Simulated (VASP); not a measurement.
Here is a VASP 6.6.1 calculation.

Contents of INCAR:

```
  PREC = Accurate
  ENCUT = 520
  EDIFF = 1E-6
  ISMEAR = 0
  SIGMA = 0.1
  LREAL = False
  LASPH = True
  NELM = 150
  ALGO = Normal
  ISIF = 2
  LWAVE = False
  LCHARG = False
  ISPIN = 2
  MAGMOM = 0 2
  LORBIT = 11
  LMAXMIX = 4
  GGA = PE
  ISYM = 0
  NBANDS = 21
```

The input KPOINTS:

```
regular mesh
0
Gamma
  13 8 11
```

POSCAR

```
Ni
1.0
    0.0000000000     -1.7677500000     -1.7677500000
   -3.5355000000     -1.7677500000     -1.7677500000
    0.0000000000      1.7677500000     -1.7677500000
Ni
2
Direct
    0.0000000000      0.0000000000      0.0000000000
    0.0000000000      0.5000000000      0.5000000000
```

Potentials or basis: VASP PAW PBE potentials, release 64 (Ni).

Command:

```sh
$ cat potpaw_PBE.64/Ni/POTCAR > POTCAR
$ mpirun -np 1 vasp_std > vasp.out
```

(1) What does it give for the site moments?

(2) Predict the net moment.

Results:

(1) Ni +0.64 μB.

(2) 1.25 μB per cell.
